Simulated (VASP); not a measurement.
CdO5:

```xyz
6
Lattice="3.7797 0.0000 0.0000 -1.8898 3.2733 0.0000 0.0000 0.0000 8.8555" Properties=species:S:1:pos:R:3 pbc="T T T"
Cd    0.0000    0.0000    0.0000
O     0.0000    0.0000    5.0346
O     0.0000    0.0000    3.8209
O     1.8898    1.0911    5.0343
O     1.8898    1.0911    3.8212
O     0.0000    2.1822    0.0000
```

```yaml
Program: VASP 6.6.1
Task: relaxation of cell and atoms
Functional: PBE
Potentials_or_basis: VASP PAW PBE potentials, release 64 (Cd, O)
Cutoff: 600 eV
k_mesh: 12 × 12 × 4
Occupations: gaussian, width 0.1 eV
Spin: no spin polarisation
```

At the start: pressure 1.5 GPa; volume 18.26 Å³/atom.

Question: How do energy, volume and symmetry change on relaxing?

Answer: Over 78 steps the energy falls by 5.6 meV/atom and the volume is 16.67 Å³/atom (-8.7 %); space group P-6m2 (No. 187, to 0.1 Å) before and after.

The path:
```csv
step,energy change (eV),largest force (eV/Å),pressure (GPa),volume (Å³)
1,0.0000,1.2246,1.48,109.56
3,-0.0182,0.1755,-0.15,109.86
5,-0.0187,0.0153,0.07,109.81
7,-0.0193,0.0366,-0.04,109.92
9,-0.0198,0.0772,-0.32,109.85
11,-0.0199,0.1427,-0.38,109.70
13,-0.0205,0.1396,-0.36,109.42
15,-0.0228,0.1203,-0.24,108.27
17,-0.0292,0.2579,0.39,103.72
19,-0.0280,0.5811,0.92,101.85
21,-0.0288,0.5260,0.92,101.36
23,-0.0300,0.3149,0.90,99.13
25,-0.0313,0.1687,0.66,99.73
27,-0.0322,0.0784,0.28,100.78
29,-0.0327,0.0498,0.23,101.25
31,-0.0328,0.0983,0.21,101.48
33,-0.0330,0.0094,0.02,101.74
35,-0.0329,0.0142,0.06,101.69
37,-0.0330,0.0046,0.05,101.72
39,-0.0330,0.0050,0.03,101.75
41,-0.0330,0.0287,0.00,101.81
43,-0.0330,0.0066,-0.04,101.85
45,-0.0330,0.0030,-0.07,101.86
47,-0.0330,0.0046,-0.07,101.85
49,-0.0330,0.0184,-0.06,101.80
51,-0.0330,0.0902,-0.09,101.60
53,-0.0331,0.0602,-0.08,101.68
55,-0.0331,0.0596,-0.07,101.64
57,-0.0332,0.0550,-0.07,101.52
59,-0.0335,0.0406,-0.08,101.02
61,-0.0336,0.0205,-0.11,100.18
63,-0.0336,0.0253,-0.11,100.16
65,-0.0336,0.0223,-0.09,100.17
67,-0.0336,0.0284,-0.04,100.11
69,-0.0337,0.0224,-0.03,100.05
71,-0.0337,0.0247,-0.02,100.03
73,-0.0337,0.0050,0.01,100.02
75,-0.0337,0.0047,0.01,100.02
77,-0.0337,0.0014,0.01,100.02
78,-0.0337,0.0007,0.01,100.02
```

Final structure:
```xyz
6
Lattice="3.7861 0.0000 0.0000 -1.8931 3.2789 0.0000 0.0000 0.0000 8.0571" Properties=species:S:1:pos:R:3 pbc="T T T"
Cd    0.0000    0.0000    0.0000
O     0.0000    0.0000    4.6437
O     0.0000    0.0000    3.4134
O     1.8931    1.0930    4.6431
O     1.8931    1.0930    3.4140
O     0.0000    2.1859    0.0000
```

Caveat: the standard files for N, O and F lose accuracy on very short bonds.
